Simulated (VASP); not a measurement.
# Mn: single point with r2SCAN

Mn:

```
CELL_PARAMETERS angstrom
2.74000 0.00000 0.00000
0.00000 2.74000 0.00000
0.00000 0.00000 2.74000
ATOMIC_POSITIONS crystal
Mn 0.00000 0.00000 0.00000
Mn 0.50000 0.50000 0.50000
```

```yaml
Program: VASP 6.6.1
Task: single point
Functional: r2SCAN
Potentials_or_basis: VASP PAW PBE potentials, release 64 (Mn_pv)
Cutoff: 550 eV
k_mesh: 6 × 6 × 6
Occupations: fermi-dirac, width 0.1 eV
Spin: collinear spin
Starting_moments: "[3.0, 0.0] μB"
```

```
Pressure                                              : 14.4 GPa
Net moment                                            : 2.04 μB per cell
Site moments                                          : Mn +1.04 μB
Valence electrons inside the program's atomic spheres : Mn 12.10
```

Levels at points of the mesh, in eV from the Fermi level:
Spin up:
| k point | band 11 | band 12 | band 13 | band 14 | band 15 | band 16 | band 17 | band 18 |
| --- | --- | --- | --- | --- | --- | --- | --- | --- |
| (0.00, 0.00, 0.00) | -2.05 | -2.05 | -0.13 | -0.13 | 1.35 | 1.35 | 1.35 | 11.54 |
| (0.50, 0.00, 0.00) | -1.48 | -1.48 | -1.48 | -1.48 | -0.42 | -0.42 | 1.56 | 1.56 |
| (0.50, 0.50, 0.00) | -0.07 | -0.07 | 0.19 | 0.20 | 0.88 | 0.88 | 1.74 | 1.74 |
| (0.50, 0.50, 0.50) | -3.37 | -3.37 | 0.25 | 0.25 | 0.25 | 0.25 | 10.59 | 10.59 |
Spin down:
```tsv
k point	band 10	band 11	band 12	band 13	band 14	band 15
(0.00, 0.00, 0.00)	-0.90	-0.90	-0.90	1.85	1.85	2.68
(0.50, 0.00, 0.00)	-1.53	-0.42	-0.42	-0.41	-0.41	0.80
(0.50, 0.50, 0.00)	-2.63	0.68	0.68	1.68	1.68	2.22
(0.50, 0.50, 0.50)	-2.68	-2.68	-2.68	2.29	2.29	2.29
```

Wall time 2.9 min on 1 thread of AMD EPYC 7R43 64-Core Processor (Zen 3), on a shared host, peak memory 0.12 GiB.

Caveat: the k points lie up to 0.38 Å⁻¹ apart; the PAW data sets were made with another functional, which shifts forces and pressure a little.
